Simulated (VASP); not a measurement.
# BiSb (rocksalt type) (Fm-3m) in VASP: notebook, part 2 of 2

VASP 6.6.1.

### 4 Relaxation of cell and atoms, LDA, target pressure 31 GPa, at which the enthalpy is minimised

INCAR

```
SYSTEM = BiSb
PREC     = Accurate       ! precision mode
ENCUT    = 600            ! plane-wave cutoff, eV
EDIFF    = 1E-6           ! SCF threshold, eV
ISMEAR   = -1             ! smearing method
SIGMA    = 0.1            ! smearing width, eV
LREAL    = .False.        ! projectors in reciprocal space
LASPH    = .True.         ! aspherical terms in the spheres
NELM     = 80             ! most SCF steps
ALGO     = Normal         ! electronic algorithm
ISIF     = 3              ! what is computed and relaxed
LWAVE    = .False.        ! write WAVECAR
LCHARG   = .False.        ! write CHGCAR
GGA      = CA             ! functional
IBRION   = 2              ! ionic algorithm
NSW      = 32             ! ionic steps
EDIFFG   = -0.005         ! ionic threshold
PSTRESS  = 310.0
```

KPOINTS

```
Automatic mesh
0
Gamma
  12 12 12
  0 0 0
```

POSCAR

```
BiSb
1.0
    0.0000000000      2.8545244979      2.8545244979
    2.8545244979      0.0000000000      2.8545244979
    2.8545244979      2.8545244979      0.0000000000
Sb Bi
1 1
Direct
    0.0000000000      0.0000000000      0.0000000000
    0.5000000000      0.5000000000      0.5000000000
```

Launch:

```sh
$ cat potpaw_LDA.64/Sb/POTCAR potpaw_LDA.64/Bi_d/POTCAR > POTCAR
$ mpirun -np 1 vasp_std > vasp.out
```

Run time: 84 s. Hardware: 1 thread of Oxide Virtual Turin-like, shared host; peak memory 0.18 GiB.

It converged, with:

* Free energy: -8.2593 eV
* Relaxed volume: 23.33 Å³/atom
* Relaxed cell: a = 4.041 Å, b = 4.041 Å, c = 4.041 Å, α = 60.00°, β = 60.00°, γ = 60.00°
* Space group after relaxing (to 0.1 Å): Fm-3m (No. 225)
* Energy change on relaxing (the run minimises the enthalpy): -13.4 meV/atom
* Ionic steps: 3
* Pressure after relaxing: 31.0 GPa
* Band gap on the k mesh: zero (bands 10 and 11 overlap by 0.97 eV)

Step by step:
```tsv
step	energy change (eV)	largest force (eV/Å)	pressure (GPa)	volume (Å³)
1	0.0000	0.0000	31.52	46.52
2	-0.0967	0.0000	29.55	47.03
3	-0.0268	0.0000	31.01	46.66
```

Final structure:
```
Sb Bi
1.0
     0.00000    2.85733    2.85733
     2.85733    0.00000    2.85733
     2.85733    2.85733    0.00000
Sb Bi
1 1
Direct
  0.00000 0.00000 0.00000
  0.50000 0.50000 0.50000
```

Levels at points of the mesh, in eV from the Fermi level:
```
           k point  band 8  band 9  band 10  band 11  band 12  band 13
(0.00, 0.00, 0.00)   -2.21   -2.21    -2.21     3.88     3.88     3.88
(0.50, 0.00, 0.00)   -0.80   -0.80    -0.76    -0.76     0.01     0.43
(0.50, 0.50, 0.00)   -7.71   -4.92    -4.92     1.41     6.99     6.99
```

Caveat: the cell is relaxed towards a set pressure, so the run minimises the enthalpy, not the energy; spin-orbit coupling is left out, which moves the levels of the heavy elements.

### 5 Relaxation of cell and atoms, LDA

This run uses another cell than the first one, of 27.36 Å³/atom.

INCAR

```
SYSTEM = BiSb
PREC     = Accurate       ! precision mode
ENCUT    = 600            ! plane-wave cutoff, eV
EDIFF    = 1E-6           ! SCF threshold, eV
ISMEAR   = -1             ! smearing method
SIGMA    = 0.1            ! smearing width, eV
LREAL    = .FALSE.        ! projectors in reciprocal space
LASPH    = .TRUE.         ! aspherical terms in the spheres
NELM     = 80             ! most SCF steps
ALGO     = Normal         ! electronic algorithm
ISIF     = 3              ! what is computed and relaxed
LWAVE    = .FALSE.        ! write WAVECAR
LCHARG   = .FALSE.        ! write CHGCAR
IBRION   = 2              ! ionic algorithm
NSW      = 60             ! ionic steps
EDIFFG   = -0.005         ! ionic threshold
```

KPOINTS

```
Automatic mesh
0
G
  12 12 12
  0 0 0
```

POSCAR

```
BiSb
1.0
    0.0000000000      3.0131183407      3.0131183407
    3.0131183407      0.0000000000      3.0131183407
    3.0131183407      3.0131183407      0.0000000000
Sb Bi
1 1
Direct
    0.0000000000      0.0000000000      0.0000000000
    0.5000000000      0.5000000000      0.5000000000
```

Launch:

```sh
$ cat potpaw_LDA.64/Sb/POTCAR potpaw_LDA.64/Bi_d/POTCAR > POTCAR
$ mpirun -np 1 vasp_std > vasp.out
```

Run time: 4.3 min. Hardware: 1 thread of Oxide Virtual Turin-like, shared host; peak memory 0.19 GiB.

Results (log left out):

```yaml
Free_energy: -9.3504 eV
Relaxed_volume: 30.60 Å³/atom
Relaxed_cell: a = 4.423 Å, b = 4.423 Å, c = 4.423 Å, α = 60.00°, β = 60.00°, γ = 60.00°
Space_group_after_relaxing_to_0.1_Å: Fm-3m (No. 225)
Energy_gained_by_relaxing: 79.7 meV/atom
Ionic_steps: 3
Pressure_after_relaxing: 0.0 GPa
Band_gap_on_the_k_mesh: zero (bands 10 and 11 overlap by 0.43 eV)
```

Step by step:
| step | energy change (eV) | largest force (eV/Å) | pressure (GPa) | volume (Å³) |
| --- | --- | --- | --- | --- |
| 1 | 0.0000 | 0.0000 | 8.84 | 54.71 |
| 2 | -0.0509 | 0.0000 | -4.91 | 67.56 |
| 3 | -0.1594 | 0.0000 | -0.02 | 61.19 |

Final structure:
```yaml
crystal:
  lattice:
    - [0.00000, 3.12771, 3.12771]
    - [3.12771, 0.00000, 3.12771]
    - [3.12771, 3.12771, 0.00000]
  atoms:
    - { symbol: Sb, position: [0.00000, 0.00000, 0.00000] }
    - { symbol: Bi, position: [0.50000, 0.50000, 0.50000] }
```

Levels at points of the mesh, in eV from the Fermi level:
| k point | band 7 | band 8 | band 9 | band 10 | band 11 | band 12 | band 13 | band 14 |
| --- | --- | --- | --- | --- | --- | --- | --- | --- |
| (0.00, 0.00, 0.00) | -5.75 | -1.55 | -1.55 | -1.55 | 3.32 | 3.32 | 3.32 | 5.14 |
| (0.50, 0.00, 0.00) | -9.73 | -0.39 | -0.39 | -0.36 | -0.36 | -0.26 | 0.22 | 8.63 |
| (0.50, 0.50, 0.00) | -8.04 | -5.53 | -3.48 | -3.48 | 2.39 | 5.38 | 5.38 | 7.49 |

Caveat: spin-orbit coupling is left out, which moves the levels of the heavy elements.

### 6 The runs side by side

```tsv
task	potentials or basis	cell	cutoff (eV)	gap on the mesh (eV)	pressure (GPa)
single point	VASP PAW LDA potentials, release 64 (Sb_d_GW, Bi_d)	a = 4.037 Å, angles 60.0°, 2 atoms	500	none	31.2
relaxation of cell and atoms	VASP PAW LDA potentials, release 64 (Sb, Bi_d)	relaxed to 31 GPa from a = 4.034 Å, angles 60.0°, 2 atoms	600	none	31.0
relaxation of cell and atoms	VASP PAW LDA potentials, release 64 (Sb, Bi_d)	relaxed to 31 GPa from a = 4.037 Å, angles 60.0°, 2 atoms	600	none	31.0
relaxation of cell and atoms	VASP PAW LDA potentials, release 64 (Sb, Bi_d)	relaxed from a = 4.261 Å, angles 60.0°, 2 atoms	600	none	0.0
```

Alike in all rows: level LDA; no spin polarisation; k mesh 12 × 12 × 12; smearing fermi-dirac 0.1 eV.

Caveats: spin-orbit coupling is left out, which moves the levels of the heavy elements; the cell is relaxed towards a set pressure, so the run minimises the enthalpy, not the energy (at least some runs); the cell stands under pressure (at least some runs).

Total energies depend on the potentials used, so only differences within one code and one set of settings carry meaning.
